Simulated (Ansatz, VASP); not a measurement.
Ag: VASP beside Ansatz

```
Ag
1.0
     2.91523    0.00000    0.00000
    -1.45762    2.52466    0.00000
     0.00000    0.00000    4.71455
Ag
2
Direct
  0.33333 0.66667 0.25000
  0.66667 0.33333 0.75000
```

Alike in both runs: task single point; functional r2SCAN; k mesh 14 × 14 × 8; occupations fermi-dirac, width 0.1 eV; no spin polarisation.

|  | VASP | Ansatz |
| --- | --- | --- |
| version | VASP 6.6.1 | Ansatz 0.2.0 |
| potentials or method | VASP PAW PBE potentials, release 64 (Ag), cutoff 520 eV | plane waves (500 eV) with PAW, scalar-relativistic |
| valence electrons in the cell | 22 | 38 |

Ansatz gave:

* pressure (GPa): 0.0
* traceless stress, the component that is largest in VASP (GPa): 0.54

Q: Which values does VASP return?

A: Pressure (GPa): 0.1; traceless stress, the component that is largest in VASP (GPa): 0.55.

VASP's potentials were made for PBE, not for r2SCAN. VASP's potentials hold 22 valence electrons a cell and Ansatz's 38, so a difference there can come from the potentials and not from the codes.
